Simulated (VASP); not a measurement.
# Sc4AlAs (F-43m) in VASP: notebook

Runs on Sc4AlAs. Level: PBE. Tasks: single point.

Everything below comes from runs of VASP 6.6.1. Logs are shortened: lines on timing, memory, paths and dates and some standing lists are left out, and cuts for length are marked.

### Step 1. The cell of the first run

The structure is cubic, space group F-43m (No. 216). Conventional cell: a = 7.649 Å, b = 7.649 Å, c = 7.649 Å, α = 90.00°, β = 90.00°, γ = 90.00°. Sc (site symmetry 3m) has 6 Sc at 2.67 to 2.73 Å and 3 As at 3.17 Å and 3 Al at 3.17 Å within 3.5 Å. Within 4.2 Å of Al (site symmetry -43m) lie 12 Sc at 3.17 Å and 4 As at 3.31 Å. As (site symmetry -43m) has 12 Sc at 3.17 Å and 4 Al at 3.31 Å within 4.2 Å.

### Step 2. Single point, PBE

Input file INCAR:

```
SYSTEM = Sc4AlAs
ALGO = Normal
EDIFF = 1E-7
ENCUT = 520
GGA = PE
ISIF = 2
ISMEAR = 0
LASPH = .TRUE.
LCHARG = .FALSE.
LREAL = .FALSE.
LWAVE = .FALSE.
NBANDS = 35
NELM = 60
PREC = Accurate
SIGMA = 0.1
```

Input file KPOINTS:

```
k-points
0
G
  4 4 4
  0 0 0
```

Input file POSCAR:

```
Sc4AlAs
1.0
    0.0000000000      3.8246217400      3.8246217400
    3.8246217400      0.0000000000      3.8246217400
    3.8246217400      3.8246217400      0.0000000000
Sc Al As
4 1 1
Direct
    0.8791283700      0.3736238800      0.3736238800
    0.3736238800      0.3736238800      0.3736238800
    0.3736238800      0.8791283700      0.3736238800
    0.3736238800      0.3736238800      0.8791283700
    0.7500000000      0.7500000000      0.7500000000
    0.0000000000      0.0000000000      0.0000000000
```

Potentials or basis: VASP PAW PBE potentials, release 64 (Sc_sv, Al, As).

The run is started by

```bash
> cat potpaw_PBE.64/Sc_sv/POTCAR potpaw_PBE.64/Al/POTCAR potpaw_PBE.64/As/POTCAR > POTCAR
> mpirun -np 1 vasp_std > vasp.out
```

OUTCAR:

```text
SYSTEM = Sc4AlAs
   EDIFF = 1E-7
   ENCUT = 520
   GGA = PE
   ISIF = 2
   ISMEAR = 0
   LASPH = .TRUE.
   LREAL = .FALSE.
   NELM = 60
   PREC = Accurate

 ion  position               nearest neighbor table
   1  0.879  0.374  0.374-   2 2.67   3 2.67   4 2.67   3 2.73   4 2.73   2 2.73   6 3.17   6 3.17
                             6 3.17   5 3.17   5 3.17   5 3.17
   2  0.374  0.374  0.374-   1 2.67   3 2.67   4 2.67   1 2.73   3 2.73   4 2.73   6 3.17   6 3.17
                             6 3.17   5 3.17   5 3.17   5 3.17
   3  0.374  0.879  0.374-   1 2.67   2 2.67   4 2.67   1 2.73   4 2.73   2 2.73   6 3.17   6 3.17
                             6 3.17   5 3.17   5 3.17   5 3.17
   4  0.374  0.374  0.879-   1 2.67   2 2.67   3 2.67   3 2.73   1 2.73   2 2.73   6 3.17   6 3.17
                             6 3.17   5 3.17   5 3.17   5 3.17
   5  0.750  0.750  0.750-   1 3.17   3 3.17   4 3.17   2 3.17   2 3.17   2 3.17   1 3.17   4 3.17
                             3 3.17   1 3.17   3 3.17   4 3.17
   6  0.000  0.000  0.000-   1 3.17   3 3.17   1 3.17   4 3.17   3 3.17   4 3.17   2 3.17   2 3.17
                             2 3.17   1 3.17   3 3.17   4 3.17

  LATTYP: Found a face centered cubic cell.
 ALAT       =     7.6492434800

  Lattice vectors:

 A1 = (   0.0000000000,   3.8246217400,   3.8246217400)
 A2 = (   3.8246217400,   0.0000000000,   3.8246217400)
 A3 = (   3.8246217400,   3.8246217400,   0.0000000000)

Analysis of symmetry for initial positions (statically):
=====================================================================
 Subroutine PRICEL returns:
 Original cell was already a primitive cell.

 Routine SETGRP: Setting up the symmetry group for a
 face centered cubic supercell.

 Subroutine GETGRP returns: Found 24 space group operations
 (whereof 24 operations were pure point group operations)
 out of a pool of 48 trial point group operations.

The static configuration has the point symmetry T_d .

Analysis of symmetry for dynamics (positions and initial velocities):
=====================================================================
 Subroutine PRICEL returns:
 Original cell was already a primitive cell.

 Routine SETGRP: Setting up the symmetry group for a
 face centered cubic supercell.

 Subroutine GETGRP returns: Found 24 space group operations
 (whereof 24 operations were pure point group operations)
 out of a pool of 48 trial point group operations.

The dynamic configuration has the point symmetry T_d .

 Subroutine INISYM returns: Found 24 space group operations
 (whereof 24 operations are pure point group operations),
 and found     1 'primitive' translations

----------------------------------------------------------------------------------------

                                     Primitive cell

  volume of cell :     111.8911

  direct lattice vectors                    reciprocal lattice vectors
     0.000000000  3.824621740  3.824621740    -0.130731883  0.130731883  0.130731883
     3.824621740  0.000000000  3.824621740     0.130731883 -0.130731883  0.130731883
     3.824621740  3.824621740  0.000000000     0.130731883  0.130731883 -0.130731883

  length of vectors
     5.408831936  5.408831936  5.408831936     0.226434263  0.226434263  0.226434263

  position of ions in fractional coordinates (direct lattice)
     0.879128370  0.373623880  0.373623880
     0.373623880  0.373623880  0.373623880
     0.373623880  0.879128370  0.373623880
     0.373623880  0.373623880  0.879128370
     0.750000000  0.750000000  0.750000000
     0.000000000  0.000000000  0.000000000

  ion indices of the primitive-cell ions
   primitive index   ion index
                 1           1
                 2           2
                 3           3
                 4           4
                 5           5
                 6           6

----------------------------------------------------------------------------------------

 KPOINTS: k-points

Automatic generation of k-mesh.
 Grid dimensions read from file:
 generate k-points for:    4    4    4

 Generating k-lattice:

  Cartesian coordinates                     Fractional coordinates (reciprocal lattice)
    -0.032682971  0.032682971  0.032682971     0.250000000  0.000000000  0.000000000
     0.032682971 -0.032682971  0.032682971     0.000000000  0.250000000  0.000000000
     0.032682971  0.032682971 -0.032682971     0.000000000  0.000000000  0.250000000

  Length of vectors
     0.056608566  0.056608566  0.056608566

  Shift w.r.t. Gamma in fractional coordinates (k-lattice)
     0.000000000  0.000000000  0.000000000

 Subroutine IBZKPT returns following result:
 ===========================================

 Found      8 irreducible k-points:

 Following reciprocal coordinates:
            Coordinates               Weight
  0.000000  0.000000  0.000000      1.000000
  0.250000  0.000000  0.000000      8.000000
  0.500000  0.000000  0.000000      4.000000
  0.250000  0.250000  0.000000      6.000000
  0.500000  0.250000  0.000000     24.000000
 -0.250000  0.250000  0.000000     12.000000
  0.500000  0.500000  0.000000      3.000000
 -0.250000  0.500000  0.250000      6.000000
   k-points           NKPTS =      8   k-points in BZ     NKDIM =      8   number of bands    NBANDS=     35
   number of dos      NEDOS =    301   number of ions     NIONS =      6
   total plane-waves  NPLWV =  64000
   dimension x,y,z NGX =    40 NGY =   40 NGZ =   40
   dimension x,y,z NGXF=    80 NGYF=   80 NGZF=   80
   ions per type =               4   1   1
   NGX,Y,Z   is equivalent  to a cutoff of  12.29, 12.29, 12.29 a.u.
   NGXF,Y,Z  is equivalent  to a cutoff of  24.59, 24.59, 24.59 a.u.
 SYSTEM =  Sc4AlAs
   PREC   = accura    normal or accurate (medium, high low for compatibility)
   ISTART =      0    job   : 0-new  1-cont  2-samecut
   ICHARG =      2    charge: 1-file 2-atom 10-const
   ISPIN  =      1    spin polarized calculation?
   LNONCOLLINEAR =      F non collinear calculations
   LSORBIT =      F    spin-orbit coupling
   LASPH  =      T    aspherical Exc in radial PAW
   ENCUT  =  520.0 eV  38.22 Ry    6.18 a.u.  10.06 10.06 10.06*2*pi/ulx,y,z
   NELM   =     60;   NELMIN=  2; NELMDL= -5     # of ELM steps
   EDIFF  = 0.1E-06   stopping-criterion for ELM
   LREAL  =      F    real-space projection
   EDIFFG = 0.1E-05   stopping-criterion for IOM
   NSW    =      0    number of steps for IOM
   IBRION =     -1    ionic relax: 0-MD 1-quasi-New 2-CG
   NFREE  =      0    steps in history (QN), initial steepest desc. (CG)
   ISIF   =      2    stress and relaxation
   ISYM   =      2    0-nonsym 1-usesym 2-fastsym
   POTIM  = 0.5000    time-step for ionic-motion
   TEBEG  =    0.0;   TEEND  =   0.0 temperature during run
   PSTRESS=    0.0 pullay stress
   NELECT =      52.0000    total number of electrons
   NUPDOWN=      -1.0000    fix difference up-down
   EMIN   =  10.00;   EMAX   =-10.00  energy-range for DOS
   EFERMI =   0.00;   METHOD = LEGACY
   ISMEAR =     0;   SIGMA  =   0.10  broadening in eV -4-tet -1-fermi 0-gaus
   EFERMI_NEDOS =   21; number of points for ismear=-14 and -15
   IALGO  =     38    algorithm
   IMIX   =      4    mixing-type and parameters
     AMIX     =   0.40;   BMIX     =  1.00
     AMIX_MAG =   1.60;   BMIX_MAG =  1.00
  volume/ion in A,a.u.               =      18.65       125.85
  Fermi-wavevector in a.u.,A,eV,Ry     =   1.268073  2.396310 21.878279  1.608008
  Thomas-Fermi vector in A             =   2.401187
   LORBIT       =      0    0 simple, 1 ext, 2 COOP (PROOUT), +10 PAW based schemes
   GGA     = PE    functional components
   LHFCALC =     F    Hartree Fock is set to
   AEXX    =    0.0000 exact exchange contribution
   IVDW    =     0    specifies the selected vdW correction
   LEPSILON=     F    determine dielectric tensor
   LRPA    =     F    only Hartree local field effects (RPA)
 non-spin polarized calculation
 Gauss-broadening in eV      SIGMA  =   0.10
  energy-cutoff  :      520.00
  volume of cell :      111.89
 maximum number of plane-waves:      3042
   NGX = 21   NGY = 21   NGZ = 21

 number of electron      51.9999994 magnetization

 Free energy of the ion-electron system (eV)
  ---------------------------------------------------
  ext. energy  EPLUGINS =         0.00000000
  ---------------------------------------------------
  free energy    TOTEN  =       -31.93298854 eV

  energy without entropy =      -31.91184184  energy(sigma->0) =      -31.92241519

 E-fermi :   5.9355     XC(G=0): -10.7476

 val. band max:        5.8545608225   @ k =  -0.2500   0.5000   0.2500
 cond. band min:       5.9844465752   @ k =   0.2500   0.0000   0.0000
 fundamental gap:      0.1298857527
 Fermi energy:         5.9354817775

 k-point     1 :       0.0000    0.0000    0.0000
  band No.  band energies     occupation
      1     -43.2569      2.00000
      2     -42.9096      2.00000
      3     -42.9096      2.00000
      4     -42.9096      2.00000
      5     -22.9901      2.00000
      6     -22.2048      2.00000
[... 27 lines left out ...]
     34       9.6011      0.00000
     35       9.6059      0.00000

 k-point     2 :       0.2500    0.0000    0.0000
  band No.  band energies     occupation
      1     -43.2222      2.00000
      2     -42.9465      2.00000
      3     -42.9097      2.00000
      4     -42.9097      2.00000
      5     -22.8454      2.00000
      6     -22.1549      2.00000
[... 27 lines left out ...]
     34       9.5401      0.00000
     35       9.5675      0.00000

 k-point     3 :       0.5000    0.0000    0.0000
  band No.  band energies     occupation
      1     -43.1740      2.00000
      2     -42.9968      2.00000
      3     -42.9098      2.00000
      4     -42.9098      2.00000
      5     -22.6837      2.00000
      6     -22.0939      2.00000
[... 27 lines left out ...]
     34       8.4208      0.00000
     35       9.1624      0.00000
[... 115 lines left out ...]
 k-point     7 :       0.5000    0.5000    0.0000
  band No.  band energies     occupation
      1     -43.1082      2.00000
      2     -43.0637      2.00000
      3     -42.9101      2.00000
      4     -42.9101      2.00000
      5     -22.3968      2.00000
      6     -22.3198      2.00000
[... 27 lines left out ...]
     34       7.5770      0.00000
     35       7.8651      0.00000

 k-point     8 :      -0.2500    0.5000    0.2500
  band No.  band energies     occupation
      1     -43.1082      2.00000
      2     -43.0637      2.00000
      3     -42.9102      2.00000
      4     -42.9102      2.00000
      5     -22.3705      2.00000
      6     -22.2758      2.00000
[... 27 lines left out ...]
     34       8.0588      0.00000
     35       8.4207      0.00000

------------------------ aborting loop because EDIFF is reached ----------------------------------------

  FORCE on cell =-STRESS in cart. coord.  units (eV):
  Direction    XX          YY          ZZ          XY          YZ          ZX
  --------------------------------------------------------------------------------------
  -------------------------------------------------------------------------------------
  Total        7.8761960      7.8761960      7.8761960      0.0000000      0.0000000     -0.0000000
  in kB      112.7798812    112.7798812    112.7798812      0.0000000      0.0000000     -0.0000000
  external PRESSURE =     112.7798812 kB  Pullay stress =       0.0000000 kB

 VOLUME and BASIS-vectors are now :
 -----------------------------------------------------------------------------
  energy-cutoff  :      520.00
  volume of cell :      111.89
      direct lattice vectors                 reciprocal lattice vectors
     0.000000000  3.824621740  3.824621740    -0.130731883  0.130731883  0.130731883
     3.824621740  0.000000000  3.824621740     0.130731883 -0.130731883  0.130731883
     3.824621740  3.824621740  0.000000000     0.130731883  0.130731883 -0.130731883

 POSITION                                       TOTAL-FORCE (eV/Angst)
 -----------------------------------------------------------------------------------
      2.85794      4.79130      4.79130         0.449608     -0.449608     -0.449608
      2.85794      2.85794      2.85794         0.449608      0.449608      0.449608
      4.79130      2.85794      4.79130        -0.449608      0.449608     -0.449608
      4.79130      4.79130      2.85794        -0.449608     -0.449608      0.449608
      5.73693      5.73693      5.73693        -0.000000     -0.000000     -0.000000
      0.00000      0.00000      0.00000        -0.000000     -0.000000     -0.000000
 -----------------------------------------------------------------------------------
    total drift:                               -0.000085     -0.000085     -0.000085

  FREE ENERGIE OF THE ION-ELECTRON SYSTEM (eV)
  ---------------------------------------------------
  free  energy   TOTEN  =       -31.9329885359 eV

  energy  without entropy=      -31.9118418408  energy(sigma->0) =      -31.92241519
```

It took 69 s on 1 thread of Oxide Virtual Turin-like, shared host; peak memory 0.21 GiB.

What came out:

```yaml
Free_energy: -31.9330 eV
Pressure: 11.3 GPa
Largest_force: 0.779 eV/Å
Band_gap_on_the_k_mesh: zero (band 26 reaches 6.07 eV, above the bottom of band 27 at 5.59 eV)
```

Forces in eV/Å, atoms in the order of the input:
```
Sc   0.450 -0.450 -0.450
Sc   0.450  0.450  0.450
Sc  -0.450  0.450 -0.450
Sc  -0.450 -0.450  0.450
Al   0.000  0.000  0.000
As   0.000  0.000  0.000
```

(Continued in part 2 of 2.)
